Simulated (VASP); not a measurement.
# Cr (I4/mmm) in VASP: further runs

The runs below take Cr through single point, with PBE.

Everything below comes from runs of VASP 6.6.1. Logs are shortened: lines on timing, memory, paths and dates and some standing lists are left out, and cuts for length are marked.

### Step 1. The cell of the first run

The structure is tetragonal, space group I4/mmm (No. 139). The conventional cell has a = 3.019 Å, b = 3.019 Å, c = 2.745 Å, α = 90.00°, β = 90.00°, γ = 90.00°. Within 3.3 Å of Cr (site symmetry 4/mmm) lie 14 Cr at 2.54 to 3.02 Å.

### Step 2. Single point, PBE (biaxial strain in the a-b plane: +6.0 %)

Input file INCAR:

```
SYSTEM = Cr
  PREC = Accurate
  ENCUT = 520
  EDIFF = 1E-6
  ISMEAR = 0
  SIGMA = 0.1
  LREAL = .FALSE.
  LASPH = .TRUE.
  NELM = 100
  ALGO = Fast
  ISIF = 2
  LWAVE = .FALSE.
  LCHARG = .FALSE.
  GGA = PE
  NBANDS = 19
```

Input file KPOINTS:

```
regular mesh
0
G
  18 18 18
  0 0 0
```

Input file POSCAR:

```
Cr
1.0
    3.0186998173      0.0000000000      0.0000000000
    0.0000000000      3.0186998173      0.0000000000
    0.0000000000      0.0000000000      2.7453081357
Cr
2
Direct
    0.0000000000      0.0000000000      0.0000000000
    0.5000000000      0.5000000000      0.5000000000
```

Potentials or basis: VASP PAW PBE potentials, release 64 (Cr_pv).

Launch:

```bash
> cat potpaw_PBE.64/Cr_pv/POTCAR > POTCAR
> mpirun -np 1 vasp_std > vasp.out
```

OUTCAR:

```text
SYSTEM = Cr
   PREC = Accurate
   ENCUT = 520
   EDIFF = 1E-6
   ISMEAR = 0
   LREAL = .FALSE.
   LASPH = .TRUE.
   NELM = 100
   ISIF = 2
   GGA = PE

 ion  position               nearest neighbor table
   1  0.000  0.000  0.000-   2 2.54   2 2.54   2 2.54   2 2.54   2 2.54   2 2.54   2 2.54   2 2.54

   2  0.500  0.500  0.500-   1 2.54   1 2.54   1 2.54   1 2.54   1 2.54   1 2.54   1 2.54   1 2.54

  LATTYP: Found a simple tetragonal cell.
 ALAT       =     3.0186998173
 C/A-ratio  =     0.9094339623

  Lattice vectors:

 A1 = (   3.0186998173,   0.0000000000,   0.0000000000)
 A2 = (   0.0000000000,   3.0186998173,   0.0000000000)
 A3 = (   0.0000000000,   0.0000000000,   2.7453081357)

Analysis of symmetry for initial positions (statically):
=====================================================================
 Subroutine PRICEL returns following result:

  LATTYP: Found a body centered tetragonal cell.
 ALAT       =     3.0186998173
 C/A-ratio  =     0.9094339623

  Lattice vectors:

 A1 = (  -1.5093499087,  -1.5093499087,  -1.3726540678)
 A2 = (   1.5093499087,   1.5093499087,  -1.3726540679)
 A3 = (   1.5093499087,  -1.5093499087,   1.3726540678)

   2 primitive cells build up your supercell.

 Routine SETGRP: Setting up the symmetry group for a
 simple tetragonal supercell.

 Subroutine GETGRP returns: Found 16 space group operations
 (whereof 16 operations were pure point group operations)
 out of a pool of 16 trial point group operations.

The static configuration has the point symmetry D_4h.

Analysis of symmetry for dynamics (positions and initial velocities):
=====================================================================
 Subroutine PRICEL returns following result:

  LATTYP: Found a body centered tetragonal cell.
 ALAT       =     3.0186998173
 C/A-ratio  =     0.9094339623

  Lattice vectors:

 A1 = (  -1.5093499087,  -1.5093499087,  -1.3726540678)
 A2 = (   1.5093499087,   1.5093499087,  -1.3726540679)
 A3 = (   1.5093499087,  -1.5093499087,   1.3726540678)

   2 primitive cells build up your supercell.

 Routine SETGRP: Setting up the symmetry group for a
 simple tetragonal supercell.

 Subroutine GETGRP returns: Found 16 space group operations
 (whereof 16 operations were pure point group operations)
 out of a pool of 16 trial point group operations.

The dynamic configuration has the point symmetry D_4h.

[... 84 lines left out ...]
   NGX,Y,Z   is equivalent  to a cutoff of  13.22, 13.22, 12.11 a.u.
   NGXF,Y,Z  is equivalent  to a cutoff of  26.43, 26.43, 24.22 a.u.
 SYSTEM =  Cr
   PREC   = accura    normal or accurate (medium, high low for compatibility)
   ISTART =      0    job   : 0-new  1-cont  2-samecut
   ICHARG =      2    charge: 1-file 2-atom 10-const
   ISPIN  =      1    spin polarized calculation?
   LNONCOLLINEAR =      F non collinear calculations
   LSORBIT =      F    spin-orbit coupling
   LASPH  =      T    aspherical Exc in radial PAW
   ENCUT  =  520.0 eV  38.22 Ry    6.18 a.u.   5.61  5.61  5.10*2*pi/ulx,y,z
   NELM   =    100;   NELMIN=  2; NELMDL= -5     # of ELM steps
   EDIFF  = 0.1E-05   stopping-criterion for ELM
   LREAL  =      F    real-space projection
[... 7 lines left out ...]
   TEBEG  =    0.0;   TEEND  =   0.0 temperature during run
   PSTRESS=    0.0 pullay stress
   NELECT =      24.0000    total number of electrons
   NUPDOWN=      -1.0000    fix difference up-down
   EMIN   =  10.00;   EMAX   =-10.00  energy-range for DOS
   EFERMI =   0.00;   METHOD = LEGACY
   ISMEAR =     0;   SIGMA  =   0.10  broadening in eV -4-tet -1-fermi 0-gaus
   EFERMI_NEDOS =   21; number of points for ismear=-14 and -15
   IALGO  =     68    algorithm
   IMIX   =      4    mixing-type and parameters
     AMIX     =   0.40;   BMIX     =  1.00
     AMIX_MAG =   1.60;   BMIX_MAG =  1.00
  volume/ion in A,a.u.               =      12.51        84.41
  Fermi-wavevector in a.u.,A,eV,Ry     =   1.614612  3.051175 35.470020  2.606973
  Thomas-Fermi vector in A             =   2.709493
   LORBIT       =      0    0 simple, 1 ext, 2 COOP (PROOUT), +10 PAW based schemes
   GGA     = PE    functional components
   LHFCALC =     F    Hartree Fock is set to
   AEXX    =    0.0000 exact exchange contribution
   IVDW    =     0    specifies the selected vdW correction
   LEPSILON=     F    determine dielectric tensor
   LRPA    =     F    only Hartree local field effects (RPA)
 non-spin polarized calculation
 RMM-DIIS sequential band-by-band and
 Gauss-broadening in eV      SIGMA  =   0.10
  energy-cutoff  :      520.00
  volume of cell :       25.02
 maximum number of plane-waves:       696
 NGX is ok and might be reduce to    24
   NGX = 11   NGY = 11   NGZ = 11

 number of electron      23.9999980 magnetization

 Free energy of the ion-electron system (eV)
  ---------------------------------------------------
  ext. energy  EPLUGINS =         0.00000000
  ---------------------------------------------------
  free energy    TOTEN  =       -18.78413748 eV

  energy without entropy =      -18.77588775  energy(sigma->0) =      -18.78001262

 E-fermi :   9.8805     XC(G=0): -13.2149

 val. band max:        9.8801347952   @ k =   0.2778   0.0000   0.0556
 cond. band min:       9.8808703962   @ k =   0.2778   0.2222   0.0000
 fundamental gap:      0.0007356010
 Fermi energy:         9.8805153892

 k-point     1 :       0.0000    0.0000    0.0000
  band No.  band energies     occupation
      1     -33.4829      2.00000
      2     -33.4829      2.00000
      3     -33.2954      2.00000
      4     -32.9555      2.00000
      5     -32.9555      2.00000
      6     -32.8939      2.00000
[... 505 lines left out ...]
      6     -32.9958      2.00000
[... 11 lines left out ...]
     18      13.7911      0.00000
     19      16.9598      0.00000

 [... further k-points ...]

------------------------ aborting loop because EDIFF is reached ----------------------------------------

  FORCE on cell =-STRESS in cart. coord.  units (eV):
  Direction    XX          YY          ZZ          XY          YZ          ZX
  --------------------------------------------------------------------------------------
  -------------------------------------------------------------------------------------
  Total       -3.9479758     -3.9479758      0.2275996      0.0000000      0.0000000      0.0000000
  in kB     -252.8448489   -252.8448489     14.5764288      0.0000000      0.0000000      0.0000000
  external PRESSURE =    -163.7044230 kB  Pullay stress =       0.0000000 kB

 VOLUME and BASIS-vectors are now :
 -----------------------------------------------------------------------------
  energy-cutoff  :      520.00
  volume of cell :       25.02
      direct lattice vectors                 reciprocal lattice vectors
     3.018699817  0.000000000  0.000000000     0.331268447  0.000000000  0.000000000
     0.000000000  3.018699817  0.000000000     0.000000000  0.331268447  0.000000000
     0.000000000  0.000000000  2.745308136     0.000000000  0.000000000  0.364257836

 POSITION                                       TOTAL-FORCE (eV/Angst)
 -----------------------------------------------------------------------------------
      0.00000      0.00000      0.00000         0.000000     -0.000000      0.000000
      1.50935      1.50935      1.37265        -0.000000      0.000000     -0.000000
 -----------------------------------------------------------------------------------
    total drift:                                0.000000      0.000000     -0.000000

  FREE ENERGIE OF THE ION-ELECTRON SYSTEM (eV)
  ---------------------------------------------------
  free  energy   TOTEN  =       -18.7841374829 eV

  energy  without entropy=      -18.7758877523  energy(sigma->0) =      -18.78001262
```

OSZICAR:

```text
N       E                     dE             d eps       ncg     rms          rms(c)
DAV:   1     0.239795318004E+03    0.23980E+03   -0.13930E+04 20916   0.153E+03
DAV:   2    -0.140598417359E+02   -0.25386E+03   -0.24850E+03 21192   0.436E+02
DAV:   3    -0.221918621716E+02   -0.81320E+01   -0.80099E+01 22091   0.927E+01
DAV:   4    -0.223238797080E+02   -0.13202E+00   -0.13181E+00 28045   0.108E+01
DAV:   5    -0.223264560523E+02   -0.25763E-02   -0.25749E-02 23986   0.132E+00    0.169E+01
RMM:   6    -0.187794817380E+02    0.35470E+01   -0.15792E+01 21163   0.393E+01    0.311E+00
RMM:   7    -0.187942900079E+02   -0.14808E-01   -0.67603E-01 22107   0.658E+00    0.156E+00
RMM:   8    -0.187836869629E+02    0.10603E-01   -0.72845E-02 23525   0.179E+00    0.343E-01
RMM:   9    -0.187836664402E+02    0.20523E-04   -0.13982E-02 23765   0.115E+00    0.129E-01
RMM:  10    -0.187840293215E+02   -0.36288E-03   -0.39546E-03 29048   0.418E-01    0.118E-01
RMM:  11    -0.187841162703E+02   -0.86949E-04   -0.97788E-04 32919   0.200E-01    0.942E-02
RMM:  12    -0.187841294036E+02   -0.13133E-04   -0.22692E-04 30703   0.763E-02    0.259E-02
RMM:  13    -0.187841343447E+02   -0.49412E-05   -0.63298E-05 28603   0.436E-02    0.121E-02
RMM:  14    -0.187841371047E+02   -0.27599E-05   -0.26546E-05 26926   0.199E-02    0.109E-02
RMM:  15    -0.187841374829E+02   -0.37825E-06   -0.37386E-06 19173   0.875E-03
   1 F= -.18784137E+02 E0= -.18780013E+02  d E =-.824973E-02
```

Run time: 8.5 min. Hardware: 1 thread of AMD EPYC, shared host; peak memory 0.27 GiB.

Results:

* Free energy: -18.7841 eV
* Pressure: -16.4 GPa
* Band gap on the k mesh: zero (bands 12 and 13 overlap by 1.63 eV)

Levels at points of the mesh, in eV from the Fermi level:
```tsv
k point	band 9	band 10	band 11	band 12	band 13	band 14	band 15	band 16
(0.00, 0.00, 0.00)	-3.71	-1.27	-0.51	-0.51	0.58	1.36	2.15	2.15
(0.50, 0.00, 0.00)	-1.68	-1.68	-0.52	-0.52	0.08	0.08	0.76	0.76
(0.50, 0.50, 0.00)	-1.58	-1.58	0.42	0.42	0.48	0.48	1.09	1.09
(0.00, 0.00, 0.50)	-1.38	-1.38	-0.65	-0.65	-0.65	-0.65	0.45	0.45
(0.50, 0.00, 0.50)	-2.44	-2.44	0.98	0.98	1.26	1.26	1.74	1.74
(0.50, 0.50, 0.50)	-2.26	-2.26	-1.88	-1.88	1.20	1.20	1.58	1.58
```

Caveat: the cell differs from its parent crystal (biaxial strain in the a-b plane: +6.0 %); the stress differs along the axes, from -25 to 1 GPa; the run has no spin polarisation, though such a crystal can be magnetic. Spin polarisation is off, so any magnetic state and its effect on volume and gap are missing.

### Step 3. Single point, PBE (biaxial strain in the a-b plane: +6.0 %, then relaxed in part)

Input file INCAR:

```
SYSTEM = Cr
PREC = Accurate
ENCUT = 520
EDIFF = 1E-6
ISMEAR = 0
SIGMA = 0.1
LREAL = .False.
LASPH = .True.
NELM = 60
ALGO = Fast
ISIF = 2
LWAVE = .False.
LCHARG = .True.
GGA = PE
LELF = .True.
LVHAR = .True.
NBANDS = 19
```

Input file KPOINTS:

```
regular mesh
0
Gamma
  18 18 18
  0 0 0
```

Changes to POSCAR since step 2:

```diff
@@ -4,3 +4,3 @@
     0.0000000000      3.0186998173      0.0000000000
-    0.0000000000      0.0000000000      2.7453081357
+    0.0000000000      0.0000000000      2.7577465663
 Cr
```

Potentials or basis: VASP PAW PBE potentials, release 64 (Cr_pv).

Launch:

```bash
> cat potpaw_PBE.64/Cr_pv/POTCAR > POTCAR
> mpirun -np 1 vasp_std > vasp.out
```

Wall time 9.1 min (1 thread of AMD EPYC, shared host); peak memory 0.28 GiB.

The run converged. Its results:

```
Free energy            : -18.7845 eV
Pressure               : -17.3 GPa
Band gap on the k mesh : zero (bands 12 and 13 overlap by 1.61 eV)
```

Stress tensor (GPa, compression positive):
```
-25.70   0.00   0.00
  0.00 -25.70   0.00
  0.00   0.00  -0.36
```

Levels at points of the mesh, in eV from the Fermi level:
```csv
k point,band 10,band 11,band 12,band 13,band 14,band 15
"(0.00, 0.00, 0.00)",-1.24,-0.52,-0.52,0.61,1.33,2.13
"(0.50, 0.00, 0.00)",-1.66,-0.51,-0.51,0.05,0.05,0.74
"(0.50, 0.50, 0.00)",-1.60,0.44,0.44,0.50,0.50,1.10
"(0.00, 0.00, 0.50)",-1.38,-0.63,-0.63,-0.63,-0.63,0.45
"(0.50, 0.00, 0.50)",-2.42,0.98,0.98,1.23,1.23,1.71
"(0.50, 0.50, 0.50)",-2.25,-1.88,-1.88,1.19,1.19,1.56
```

Caveat: the cell differs from its parent crystal (biaxial strain in the a-b plane: +6.0 %, then relaxed in part); the stress differs along the axes, from -26 to -0 GPa; the run has no spin polarisation, though such a crystal can be magnetic. Spin polarisation is off, so any magnetic state and its effect on volume and gap are missing.
